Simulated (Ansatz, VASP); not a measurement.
## One calculation of TiO2, two programs

```
CELL_PARAMETERS angstrom
0.00000 2.35560 2.39683
2.35560 0.00000 2.39683
2.35560 2.35560 0.00000
ATOMIC_POSITIONS crystal
Ti 0.00000 0.00000 0.00000
O 0.25000 0.25000 0.25000
O 0.75000 0.75000 0.75000
```

Change from the starting cell: biaxial_xy strain -1.7%.

Alike in both runs: task single point; functional PBE; k mesh 10 × 10 × 10; occupations fermi-dirac, width 0.02 eV; no spin polarisation.

```csv
,VASP,Ansatz
version,VASP 6.6.1,Ansatz 0.2.0
potentials or method,"VASP PAW PBE potentials, release 64 (Ti_sv, O)","plane waves, PAW"
plane-wave cutoff (eV),520,420
valence electrons in the cell,24,24
```

Ansatz gave:

- gap on the k mesh at the Fermi level (eV): 1.05
- pressure (GPa): 16.1
- traceless stress, the component that is largest in VASP (GPa): -6.61

Estimate VASP's values.

gap on the k mesh at the Fermi level (eV): 1.03; pressure (GPa): 17.1; traceless stress, the component that is largest in VASP (GPa): -6.56.
